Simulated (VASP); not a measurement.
# MoS2: single point with PBE-based screened hybrid with 15 % exact exchange

Crystal: MoS2.

```xyz
3
Lattice="3.2275 0.0000 0.0000 -1.6137 2.7951 0.0000 0.0000 0.0000 6.3125" Properties=species:S:1:pos:R:3 pbc="T T T"
Mo    0.0000    0.0000    3.1562
S     1.6137    0.9317    4.7008
S     0.0000    1.8634    1.6117
```

```json
{
 "Program": "VASP 6.6.1",
 "Task": "single point",
 "Functional": "PBE-based screened hybrid with 15 % exact exchange",
 "Potentials or basis": "VASP PAW PBE potentials, release 64 (Mo_sv, S)",
 "Cutoff": "520 eV",
 "k mesh": "5 × 5 × 2",
 "Occupations": "fermi-dirac, width 0.05 eV",
 "Spin": "no spin polarisation"
}
```

```yaml
Pressure: -1.6 GPa
Largest_force: 0.189 eV/Å
Band_gap_on_the_k_mesh: zero (bands 13 and 14 overlap by 0.32 eV)
```

Forces in eV/Å, atoms in the order of the input:
```
Mo   0.000  0.000  0.000
S    0.000  0.000 -0.189
S    0.000  0.000  0.189
```

Stress tensor (GPa, compression positive):
```
-1.70  0.00  0.00
 0.00 -1.70  0.00
 0.00  0.00 -1.50
```

Levels at points of the mesh, in eV from the Fermi level:
```tsv
k point	band 10	band 11	band 12	band 13	band 14	band 15	band 16	band 17
(0.00, 0.00, 0.00)	-1.97	-0.99	-0.89	-0.89	-0.24	-0.24	3.74	3.74
(0.00, 0.00, 0.50)	-3.80	-0.90	-0.90	-0.32	-0.32	0.05	3.91	3.91
```

It took 6.4 min on 1 thread of Intel(R) Xeon(R) 6975P-C (Granite Rapids), on a shared host, peak memory 0.29 GiB.

Caveat: the k points lie up to 0.50 Å⁻¹ apart; the PAW data sets were made with another functional, which shifts forces and pressure a little.
